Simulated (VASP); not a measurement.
# ZrO2 (Fm-3m) in VASP: single point with PBE

Aim: the single point of ZrO2 with PBE.

Program: VASP 6.6.1. These are calculated values, not measurements. Logs are shortened: lines on timing, memory, paths and dates and some standing lists are left out, and cuts for length are marked.

## 1. The cell of the first run

It takes space group Fm-3m (No. 225, cubic). The conventional cell has a = 5.070 Å, b = 5.070 Å, c = 5.070 Å, α = 90.00°, β = 90.00°, γ = 90.00°. Zr (site symmetry m-3m) has 8 O at 2.20 Å within 2.9 Å. O (site symmetry -43m) has 4 Zr at 2.20 Å and 6 O at 2.54 Å within 2.9 Å.

## 2. Single point, PBE

INCAR

```
SYSTEM = ZrO2
PREC = Accurate ; ENCUT = 600
EDIFF = 1E-6 ; ISMEAR = 0
SIGMA = 0.05 ; LREAL = .False.
LASPH = .True. ; NELM = 120
ALGO = Normal ; ISIF = 2
LWAVE = .False. ; LCHARG = .True.
GGA = PE ; LELF = .True.
LVHAR = .True. ; NBANDS = 19
GGA_COMPAT = .False.
```

KPOINTS

```
regular mesh
0
Gamma
  8 8 8
  0 0 0
```

POSCAR

```
ZrO2
1.0
    0.0000000000      2.5350000000      2.5350000000
    2.5350000000      0.0000000000      2.5350000000
    2.5350000000      2.5350000000      0.0000000000
Zr O
1 2
Direct
    0.0000000000      0.0000000000      0.0000000000
    0.2500000000      0.2500000000      0.2500000000
    0.7500000000      0.7500000000      0.7500000000
```

Potentials or basis: VASP PAW PBE potentials, release 64 (Zr_sv, O).

On the command line:

```bash
cat potpaw_PBE.64/Zr_sv/POTCAR potpaw_PBE.64/O/POTCAR > POTCAR
mpirun -np 1 vasp_std > vasp.out
```

OUTCAR:

```text
SYSTEM = ZrO2
   PREC = Accurate
   ENCUT = 600
   EDIFF = 1E-6
   ISMEAR = 0
   LREAL = .False.
   LASPH = .True.
   NELM = 120
   ISIF = 2
   GGA = PE

 ion  position               nearest neighbor table
   1  0.000  0.000  0.000-   3 2.20   3 2.20   3 2.20   2 2.20   3 2.20   2 2.20   2 2.20   2 2.20

   2  0.250  0.250  0.250-   1 2.20   1 2.20   1 2.20   1 2.20
   3  0.750  0.750  0.750-   1 2.20   1 2.20   1 2.20   1 2.20

  LATTYP: Found a face centered cubic cell.
 ALAT       =     5.0700000000

  Lattice vectors:

 A1 = (   0.0000000000,   2.5350000000,   2.5350000000)
 A2 = (   2.5350000000,   0.0000000000,   2.5350000000)
 A3 = (   2.5350000000,   2.5350000000,   0.0000000000)

Analysis of symmetry for initial positions (statically):
=====================================================================
 Subroutine PRICEL returns:
 Original cell was already a primitive cell.

 Routine SETGRP: Setting up the symmetry group for a
 face centered cubic supercell.

 Subroutine GETGRP returns: Found 48 space group operations
 (whereof 48 operations were pure point group operations)
 out of a pool of 48 trial point group operations.

The static configuration has the point symmetry O_h .

Analysis of symmetry for dynamics (positions and initial velocities):
=====================================================================
 Subroutine PRICEL returns:
 Original cell was already a primitive cell.

 Routine SETGRP: Setting up the symmetry group for a
 face centered cubic supercell.

 Subroutine GETGRP returns: Found 48 space group operations
 (whereof 48 operations were pure point group operations)
 out of a pool of 48 trial point group operations.

The dynamic configuration has the point symmetry O_h .

 Subroutine INISYM returns: Found 48 space group operations
 (whereof 48 operations are pure point group operations),
 and found     1 'primitive' translations

----------------------------------------------------------------------------------------

                                     Primitive cell

  volume of cell :      32.5810

  direct lattice vectors                    reciprocal lattice vectors
     0.000000000  2.535000000  2.535000000    -0.197238659  0.197238659  0.197238659
[... 79 lines left out ...]
   PREC   = accura    normal or accurate (medium, high low for compatibility)
   ISTART =      0    job   : 0-new  1-cont  2-samecut
   ICHARG =      2    charge: 1-file 2-atom 10-const
   ISPIN  =      1    spin polarized calculation?
   LNONCOLLINEAR =      F non collinear calculations
   LSORBIT =      F    spin-orbit coupling
   LASPH  =      T    aspherical Exc in radial PAW
   ENCUT  =  600.0 eV  44.10 Ry    6.64 a.u.   7.16  7.16  7.16*2*pi/ulx,y,z
   NELM   =    120;   NELMIN=  2; NELMDL= -5     # of ELM steps
   EDIFF  = 0.1E-05   stopping-criterion for ELM
   LREAL  =      F    real-space projection
   EDIFFG = 0.1E-04   stopping-criterion for IOM
   NSW    =      0    number of steps for IOM
   IBRION =     -1    ionic relax: 0-MD 1-quasi-New 2-CG
   NFREE  =      0    steps in history (QN), initial steepest desc. (CG)
   ISIF   =      2    stress and relaxation
   ISYM   =      2    0-nonsym 1-usesym 2-fastsym
   POTIM  = 0.5000    time-step for ionic-motion
   TEBEG  =    0.0;   TEEND  =   0.0 temperature during run
   PSTRESS=    0.0 pullay stress
   NELECT =      24.0000    total number of electrons
   NUPDOWN=      -1.0000    fix difference up-down
   EMIN   =  10.00;   EMAX   =-10.00  energy-range for DOS
   EFERMI =   0.00;   METHOD = LEGACY
   ISMEAR =     0;   SIGMA  =   0.05  broadening in eV -4-tet -1-fermi 0-gaus
   EFERMI_NEDOS =   21; number of points for ismear=-14 and -15
   IALGO  =     38    algorithm
   IMIX   =      4    mixing-type and parameters
     AMIX     =   0.40;   BMIX     =  1.00
     AMIX_MAG =   1.60;   BMIX_MAG =  1.00
  volume/ion in A,a.u.               =      10.86        73.29
  Fermi-wavevector in a.u.,A,eV,Ry     =   1.478509  2.793977 29.742181  2.185989
  Thomas-Fermi vector in A             =   2.592781
   LORBIT       =      0    0 simple, 1 ext, 2 COOP (PROOUT), +10 PAW based schemes
   GGA     = PE    functional components
   LHFCALC =     F    Hartree Fock is set to
   AEXX    =    0.0000 exact exchange contribution
   IVDW    =     0    specifies the selected vdW correction
   LEPSILON=     F    determine dielectric tensor
   LRPA    =     F    only Hartree local field effects (RPA)
 non-spin polarized calculation
 Gauss-broadening in eV      SIGMA  =   0.05
  energy-cutoff  :      600.00
  volume of cell :       32.58
 maximum number of plane-waves:      1106
 NGX is ok and might be reduce to    30
   NGX = 15   NGY = 15   NGZ = 15

 number of electron      23.9999997 magnetization

 Free energy of the ion-electron system (eV)
  ---------------------------------------------------
  ext. energy  EPLUGINS =         0.00000000
  ---------------------------------------------------
  free energy    TOTEN  =       -28.55177062 eV

  energy without entropy =      -28.55177062  energy(sigma->0) =      -28.55177062

 E-fermi :   7.6490     XC(G=0): -11.8462

 val. band max:        7.3557463166   @ k =   0.5000   0.5000   0.0000
 cond. band min:      10.7423815036   @ k =   0.0000   0.0000   0.0000
 fundamental gap:      3.3866351870
 Fermi energy:         7.6489537227

 k-point     1 :       0.0000    0.0000    0.0000
  band No.  band energies     occupation
      1     -40.6761      2.00000
      2     -18.4979      2.00000
      3     -18.4979      2.00000
      4     -18.4979      2.00000
      5     -10.8966      2.00000
      6      -8.2964      2.00000
[... 505 lines left out ...]
      6      -8.8745      2.00000
[... 11 lines left out ...]
     18      18.0945      0.00000
     19      22.1223      0.00000

 [... further k-points ...]
[... 5 lines left out ...]
  --------------------------------------------------------------------------------------
  -------------------------------------------------------------------------------------
  Total        1.3937397      1.3937397      1.3937397     -0.0000000     -0.0000000     -0.0000000
  in kB       68.5375179     68.5375179     68.5375179     -0.0000000     -0.0000000     -0.0000000
  external PRESSURE =      68.5375179 kB  Pullay stress =       0.0000000 kB

 VOLUME and BASIS-vectors are now :
 -----------------------------------------------------------------------------
  energy-cutoff  :      600.00
  volume of cell :       32.58
      direct lattice vectors                 reciprocal lattice vectors
     0.000000000  2.535000000  2.535000000    -0.197238659  0.197238659  0.197238659
     2.535000000  0.000000000  2.535000000     0.197238659 -0.197238659  0.197238659
     2.535000000  2.535000000  0.000000000     0.197238659  0.197238659 -0.197238659

 POSITION                                       TOTAL-FORCE (eV/Angst)
 -----------------------------------------------------------------------------------
      0.00000      0.00000      0.00000         0.000000      0.000000      0.000000
      1.26750      1.26750      1.26750         0.000000     -0.000000     -0.000000
      3.80250      3.80250      3.80250        -0.000000     -0.000000     -0.000000
 -----------------------------------------------------------------------------------
    total drift:                                0.000000     -0.000000      0.000000

  FREE ENERGIE OF THE ION-ELECTRON SYSTEM (eV)
  ---------------------------------------------------
  free  energy   TOTEN  =       -28.5517706167 eV

  energy  without entropy=      -28.5517706167  energy(sigma->0) =      -28.55177062
```

OSZICAR:

```text
N       E                     dE             d eps       ncg     rms          rms(c)
DAV:   1     0.198768101791E+03    0.19877E+03   -0.15641E+04  1102   0.146E+03
DAV:   2    -0.244472930954E+02   -0.22322E+03   -0.21510E+03  1332   0.364E+02
DAV:   3    -0.345412591386E+02   -0.10094E+02   -0.10034E+02  1514   0.752E+01
DAV:   4    -0.348582785158E+02   -0.31702E+00   -0.31634E+00  1526   0.987E+00
DAV:   5    -0.348623965045E+02   -0.41180E-02   -0.41176E-02  1327   0.117E+00    0.248E+01
DAV:   6    -0.286353503681E+02    0.62270E+01   -0.22898E+01  1191   0.397E+01    0.860E+00
DAV:   7    -0.285810271827E+02    0.54323E-01   -0.97396E-01  1322   0.768E+00    0.697E+00
DAV:   8    -0.285720028951E+02    0.90243E-02   -0.37013E-01  1204   0.568E+00    0.312E+00
DAV:   9    -0.285507559912E+02    0.21247E-01   -0.62071E-02  1205   0.221E+00    0.332E-01
DAV:  10    -0.285520002553E+02   -0.12443E-02   -0.66224E-03  1294   0.772E-01    0.389E-01
DAV:  11    -0.285517443231E+02    0.25593E-03   -0.95986E-04  1192   0.317E-01    0.464E-02
DAV:  12    -0.285517819332E+02   -0.37610E-04   -0.85122E-05  1232   0.718E-02    0.686E-02
DAV:  13    -0.285517698266E+02    0.12107E-04   -0.48284E-05  1297   0.571E-02    0.736E-03
DAV:  14    -0.285517709496E+02   -0.11230E-05   -0.42708E-06  1258   0.210E-02    0.124E-02
DAV:  15    -0.285517706167E+02    0.33292E-06   -0.92474E-07   884   0.891E-03
   1 F= -.28551771E+02 E0= -.28551771E+02  d E =-.192144E-18
```

It took 50 s on 1 thread of AMD EPYC 7R43 (Zen 3), shared host; peak memory 0.14 GiB.

What came out:

```yaml
Free_energy: -28.5518 eV
Pressure: 6.9 GPa
Band_gap_on_the_k_mesh: 3.39 eV (least direct gap 3.84 eV)
```

Caveat: the cell stands under pressure. A k mesh can miss the band edges.
